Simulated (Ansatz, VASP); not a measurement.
# One calculation of Ba2HfC6, two programs

The input INCAR:

```
  ALGO = Normal
  EDIFF = 1E-6
  ENCUT = 520
  GGA = PE
  ISIF = 2
  ISMEAR = 0
  LASPH = T
  LCHARG = F
  LREAL = F
  LWAVE = F
  NBANDS = 37
  NELM = 100
  PREC = Accurate
  SIGMA = 0.1
```

Contents of KPOINTS:

```
k-points
0
Gamma
  4 4 4
```

The input POSCAR:

```
Ba2HfC6
1.0
    0.0000000000      4.6478567400      4.6478567400
    4.6478567400      0.0000000000      4.6478567400
    4.6478567400      4.6478567400      0.0000000000
Ba Hf C
2 1 6
Direct
    0.2500000000      0.2500000000      0.2500000000
    0.7500000000      0.7500000000      0.7500000000
    0.0000000000      0.0000000000      0.0000000000
    0.7500000000      0.2500000000      0.2500000000
    0.2500000000      0.7500000000      0.7500000000
    0.2500000000      0.7500000000      0.2500000000
    0.7500000000      0.2500000000      0.7500000000
    0.2500000000      0.2500000000      0.7500000000
    0.7500000000      0.7500000000      0.2500000000
```

Input for Ansatz:

```yaml
crystal:
  lattice:
    - [0.0, 4.64785674, 4.64785674]
    - [4.64785674, 0.0, 4.64785674]
    - [4.64785674, 4.64785674, 0.0]
  atoms:
    - { symbol: Ba, position: [0.25, 0.25, 0.25] }
    - { symbol: Ba, position: [0.75, 0.75, 0.75] }
    - { symbol: Hf, position: [0.0, 0.0, 0.0] }
    - { symbol: C, position: [0.75, 0.25, 0.25] }
    - { symbol: C, position: [0.25, 0.75, 0.75] }
    - { symbol: C, position: [0.25, 0.75, 0.25] }
    - { symbol: C, position: [0.75, 0.25, 0.75] }
    - { symbol: C, position: [0.25, 0.25, 0.75] }
    - { symbol: C, position: [0.75, 0.75, 0.25] }
basis:
  ecutwfc: 420
kpoints:
  mp_grid: { grid: [4, 4, 4] }
hamiltonian:
  xc: pbe
scf:
  occupations: { method: gaussian, width: 0.1 }
  lower_state_search: "off"
output:
  forces: true
  stress: true
  eigenvalues: true
```

Change from the starting cell: ordered vacancies on the cation sites of perovskite (Fm-3m, No. 225).

Alike in both runs: task single point; functional PBE; k mesh 4 × 4 × 4; occupations gaussian, width 0.1 eV; no spin polarisation.

```csv
,VASP,Ansatz
version,VASP 6.6.1,Ansatz 0.2.0
potentials or method,"VASP PAW PBE potentials, release 64 (Ba_sv, Hf_pv, C), cutoff 520 eV","scalar-relativistic, plane waves, PAW"
valence electrons in the cell,54,70
```

Ansatz gave:

* gap on the k mesh at the Fermi level (eV): none
* pressure (GPa): -11.0

Problem. What did VASP give for the same quantities?

Solution. gap on the k mesh at the Fermi level (eV): none; pressure (GPa): -10.7.

A gap of «none» marks a metal or a gap that the smearing closes. The functional is the same, so the differences come from potentials, cutoffs and numerics. VASP's potentials hold 54 valence electrons a cell and Ansatz's 70, so a difference there can come from the potentials and not from the codes.

Spin-orbit coupling is off throughout.
